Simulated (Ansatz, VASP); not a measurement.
**One calculation of WSe2, two programs**

Contents of INCAR:

```
SYSTEM = WSe2
PREC = Accurate
ENCUT = 520
EDIFF = 1E-6
ISMEAR = 0
SIGMA = 0.05
LREAL = .FALSE.
LASPH = .TRUE.
NELM = 100
ALGO = Normal
ISIF = 2
LWAVE = .FALSE.
LCHARG = .TRUE.
GGA = PE
IVDW = 12
LELF = .TRUE.
LVHAR = .TRUE.
NBANDS = 35
```

KPOINTS

```
Automatic mesh
0
G
  9 9 2
  0 0 0
```

POSCAR

```
WSe2
1.0
   -3.2789854852      0.0000000000      0.0000000000
   -1.6394927426     -2.8396847288      0.0000000000
   -0.6831219761     -1.1832019703     14.0112373504
W Se
2 4
Direct
    0.0000000000     -0.3125000000      0.7500000000
    0.0000000000     -0.1041666667      0.2500000000
    0.3333333333     -0.0292818443      0.8702764262
    0.3333333333      0.1790514891      0.3702764262
    0.3333333333      0.2792818442      0.1297235738
    0.3333333333      0.0709485109      0.6297235738
```

Input for Ansatz:

```yaml
crystal:
  lattice:
    - [-3.2789854852, 0.0, 0.0]
    - [-1.6394927426, -2.8396847288, 0.0]
    - [-0.6831219761, -1.1832019703, 14.0112373504]
  atoms:
    - { symbol: W, position: [0.0, -0.3125, 0.75] }
    - { symbol: W, position: [0.0, -0.1041666667, 0.25] }
    - { symbol: Se, position: [0.3333333333, -0.0292818443, 0.8702764262] }
    - { symbol: Se, position: [0.3333333333, 0.1790514891, 0.3702764262] }
    - { symbol: Se, position: [0.3333333333, 0.2792818442, 0.1297235738] }
    - { symbol: Se, position: [0.3333333333, 0.0709485109, 0.6297235738] }
basis:
  ecutwfc: 420
kpoints:
  mp_grid: { grid: [9, 9, 2] }
hamiltonian:
  xc: pbe
  pseudopotentials: { kind: paw, azcp: { folder: soft_1 } }
  dispersion: d3bj
scf:
  occupations: { method: gaussian, width: 0.05 }
output:
  forces: true
  stress: true
  eigenvalues: true
```

Alike in both runs: task single point; functional PBE; dispersion D3(BJ); k mesh 9 × 9 × 2; occupations gaussian, width 0.05 eV; no spin polarisation.

```csv
,VASP,Ansatz
version,VASP 6.6.1,Ansatz 0.2.0
potentials or method,"VASP PAW PBE potentials, release 64 (W_sv, Se), cutoff 520 eV","scalar-relativistic, plane waves, PAW"
valence electrons in the cell,52,92
```

Ansatz gave:

```
gap on the k mesh at the Fermi level (eV)                     : 1.37
least direct gap on the mesh (eV)                             : 1.66
pressure (GPa)                                                : -0.2
traceless stress, the component that is largest in VASP (GPa) : -0.45
rms of the force components (eV/Å)                            : 0.034
```

**Question.** Which values does VASP return?

**Answer.** gap on the k mesh at the Fermi level (eV): 1.37; least direct gap on the mesh (eV): 1.65; pressure (GPa): 0.1; traceless stress, the component that is largest in VASP (GPa): -0.36; rms of the force components (eV/Å): 0.052.

Atom by atom the forces differ by 0.023 eV/Å (rms over components). VASP's potentials hold 52 valence electrons a cell and Ansatz's 92, so a difference there can come from the potentials and not from the codes.

Neither program's run includes spin-orbit coupling.
